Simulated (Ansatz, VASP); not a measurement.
# Si4C: VASP beside Ansatz

Contents of INCAR:

```
SYSTEM = Si4C
PREC     = Accurate       ! precision mode
ENCUT    = 600            ! plane-wave cutoff, eV
EDIFF    = 1E-6           ! SCF threshold, eV
ISMEAR   = 0              ! smearing method
SIGMA    = 0.1            ! smearing width, eV
LREAL    = .FALSE.        ! projectors in reciprocal space
LASPH    = .TRUE.         ! aspherical terms in the spheres
NELM     = 60             ! most SCF steps
ALGO     = Normal         ! electronic algorithm
ISIF     = 3              ! what is computed and relaxed
LWAVE    = .FALSE.        ! write WAVECAR
LCHARG   = .FALSE.        ! write CHGCAR
GGA      = PE             ! functional
IBRION   = 2              ! ionic algorithm
NSW      = 90             ! ionic steps
EDIFFG   = -0.04          ! ionic threshold
```

The input KPOINTS:

```
Automatic mesh
0
G
  6 6 6
  0 0 0
```

Contents of POSCAR:

```
Si4C
1.0
   -3.0755714600      3.0755714600      1.9451621900
    3.0755714600     -3.0755714600      1.9451621900
    3.0755714600      3.0755714600     -1.9451621900
Si C
4 1
Direct
    0.8000000000      0.4000000000      0.2000000000
    0.2000000000      0.6000000000      0.8000000000
    0.6000000000      0.8000000000      0.4000000000
    0.4000000000      0.2000000000      0.6000000000
    0.0000000000      0.0000000000      0.0000000000
```

Input for Ansatz:

```yaml
crystal:
  lattice:
    - [-3.07557146, 3.07557146, 1.94516219]
    - [3.07557146, -3.07557146, 1.94516219]
    - [3.07557146, 3.07557146, -1.94516219]
  atoms:
    - { symbol: Si, position: [0.8, 0.4, 0.2] }
    - { symbol: Si, position: [0.2, 0.6, 0.8] }
    - { symbol: Si, position: [0.6, 0.8, 0.4] }
    - { symbol: Si, position: [0.4, 0.2, 0.6] }
    - { symbol: C, position: [0.0, 0.0, 0.0] }
basis:
  ecutwfc: 420
kpoints:
  mp_grid: { grid: [6, 6, 6] }
hamiltonian:
  xc: pbe
scf:
  occupations: { method: gaussian, width: 0.1 }
  lower_state_search: "off"
output:
  forces: true
  stress: true
  eigenvalues: true
relax:
  adjacent_minimum: "off"
  f_tol: 0.04
  max_steps: 70
  cell: { stress_tol: 0.4 }
```

Alike in both runs: task relaxation of cell and atoms; functional PBE; k mesh 6 × 6 × 6; occupations gaussian, width 0.1 eV; no spin polarisation.

```csv
,VASP,Ansatz
version,VASP 6.6.1,Ansatz 0.2.0
potentials or method,"VASP PAW PBE potentials, release 64 (Si, C), cutoff 600 eV","scalar-relativistic, plane waves, PAW"
valence electrons in the cell,20,20
```

Ansatz gave:

```
gap on the k mesh at the Fermi level, each at its own relaxed structure (eV) : none
relaxed volume (Å³/atom)                                                     : 12.43
relaxed cell length with the largest relative difference (Å)                 : 4.823
```

Which values does VASP return?

gap on the k mesh at the Fermi level, each at its own relaxed structure (eV): none; relaxed volume (Å³/atom): 12.44; relaxed cell length with the largest relative difference (Å): 4.814.

A gap of «none» marks a metal or a gap that the smearing closes.

Noted on VASP's run: the volume moved by over 15 % at a fixed basis, so the end points are rough.
